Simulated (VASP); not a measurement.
Runs of VASP 6.6.1 on SiGe2. The structure is that of space group Fd-3m (No. 227), or close to it. The cells are those of the table. 

```tsv
task	cell	k mesh	cutoff (eV)	gap on the mesh (eV)	pressure (GPa)
relaxation of cell and atoms	relaxed from a = 5.238 Å, angles 60.0°, 6 atoms	4 × 4 × 4	600	none	0.1
single point	a = 5.470 Å, angles 60.0°, 6 atoms	4 × 4 × 4	520	none	0.1
single point	a = 5.473 Å, angles 60.0°, 6 atoms	8 × 8 × 8	520	none	(a)
single point	a = 5.238 Å, angles 60.0°, 6 atoms	4 × 4 × 4	520	none	11.0
relaxation of cell and atoms	relaxed from a = 5.470 Å, angles 60.0°, 6 atoms	8 × 8 × 8	600	none	0.1
```

Alike in all rows: level PBE; potentials or basis VASP PAW PBE potentials, release 64 (Si, Ge_d); no spin polarisation; smearing gaussian 0.1 eV.

Question: Estimate the missing entries.

Answer: (a) 0.0.

Caveats: some runs use coarse meshes; the relaxation stopped at its first step, so nothing moved (some runs).

A k mesh can miss the band edges, and the runs leave out spin-orbit coupling on Ge.

A gap of «none» marks levels without a gap at the run's occupations.
